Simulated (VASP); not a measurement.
Wanted: the native input for a VASP 6.6.1 run.

| Property | Result |
| --- | --- |
| Task | single point |
| Functional | PBE |
| Potentials or basis | VASP PAW PBE potentials, release 64 (C) |
| Cutoff | 520 eV |
| k mesh | 18 × 18 × 18 |
| Occupations | fermi-dirac, width 0.05 eV |
| Spin | no spin polarisation |
| Dipole correction | no |
| Further INCAR settings | ALGO = Normal; EDIFF = 1e-07; NBANDS = 11 |

The structure of C lies in POSCAR:

```
C
1.0
    0.0000000000      2.1270000000      3.3480000000
    1.2280000000      0.0000000000      3.3480000000
    1.2280000000      2.1270000000      0.0000000000
C
2
Direct
    0.1666700000      0.8333300000      0.1666700000
    0.8333300000      0.1666700000      0.8333300000
```

The input as run:

INCAR

```
  PREC = Accurate
  ENCUT = 520
  EDIFF = 1E-7
  ISMEAR = -1
  SIGMA = 0.05
  LREAL = F
  LASPH = T
  NELM = 60
  ALGO = Normal
  ISIF = 2
  LWAVE = F
  LCHARG = F
  GGA = PE
  NBANDS = 11
```

KPOINTS

```
regular mesh
0
Gamma
  18 18 18
```

Potentials or basis: VASP PAW PBE potentials, release 64 (C).

Launch:

```bash
$ cat potpaw_PBE.64/C/POTCAR > POTCAR
$ mpirun -np 1 vasp_std > vasp.out
```

Results of the run:

```yaml
Pressure: 5.1 GPa
Largest_force: 0.003 eV/Å
Band_gap_on_the_k_mesh: 0.08 eV, indirect (least direct gap 0.15 eV)
```

Wall time 6.3 min on 1 thread of AMD EPYC 7R13 (shared host), peak memory 0.22 GiB.
